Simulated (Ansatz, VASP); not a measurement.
# Al2Cu in VASP and in Ansatz

The input INCAR:

```
SYSTEM = Al2Cu
PREC = Accurate
ENCUT = 520
EDIFF = 1E-6
ISMEAR = 0
SIGMA = 0.15
LREAL = .FALSE.
LASPH = .TRUE.
NELM = 80
ALGO = Fast
ISIF = 2
LWAVE = .FALSE.
LCHARG = .FALSE.
GGA = CA
NBANDS = 16
```

Contents of KPOINTS:

```
regular mesh
0
G
  14 14 14
  0 0 0
```

POSCAR

```
Al2Cu
1.0
   -1.9511446608      1.9511446608      2.8351068677
    1.9511446608     -1.9511446608      2.8351068677
    2.0581940032      2.0581940032     -2.8351068677
Al Cu
2 1
Direct
    0.7500000000      0.2500000000      0.5000000000
    0.2500000000      0.7500000000      0.5000000000
    0.5000000000      0.5000000000      0.0000000000
```

Input for Ansatz:

```yaml
crystal:
  lattice:
    - [-1.9511446608, 1.9511446608, 2.8351068677]
    - [1.9511446608, -1.9511446608, 2.8351068677]
    - [2.0581940032, 2.0581940032, -2.8351068677]
  atoms:
    - { symbol: Al, position: [0.75, 0.25, 0.5] }
    - { symbol: Al, position: [0.25, 0.75, 0.5] }
    - { symbol: Cu, position: [0.5, 0.5, 0.0] }
basis:
  ecutwfc: 520.0
kpoints:
  mp_grid: { grid: [14, 14, 14] }
hamiltonian:
  xc: lda
  pseudopotentials: { kind: paw, azcp: { folder: soft_1 } }
scf:
  occupations: { method: gaussian, width: 0.15 }
output:
  forces: true
  stress: true
  eigenvalues: true
```

Change from the starting cell: strain +e along x and -e along y -0.0267, strain +e along z and -e/2 along x and y +0.0000.

Alike in both runs: task single point; functional LDA; k mesh 14 × 14 × 14; occupations gaussian, width 0.15 eV; no spin polarisation.

|  | VASP | Ansatz |
| --- | --- | --- |
| version | VASP 6.6.1 | Ansatz 0.2.0 |
| potentials or method | VASP PAW LDA potentials, release 64 (Al, Cu), cutoff 520 eV | scalar-relativistic, plane waves, PAW |
| valence electrons in the cell | 17 | 25 |

VASP gave:

```
gap on the k mesh at the Fermi level (eV)                     : none
pressure (GPa)                                                : 0.6
traceless stress, the component that is largest in VASP (GPa) : -2.94
```

Problem. What did Ansatz give for the same quantities?

Solution. gap on the k mesh at the Fermi level (eV): none; pressure (GPa): 0.2; traceless stress, the component that is largest in VASP (GPa): -2.95.

Ansatz warns that its potentials were made for another functional, while VASP's fit it. LDA's correlation is that of Perdew and Zunger in VASP and of Perdew and Wang (1992) in Ansatz. A gap of «none» marks a metal or a gap that the smearing closes. VASP's potentials hold 17 valence electrons a cell and Ansatz's 25, so a difference there can come from the potentials and not from the codes.
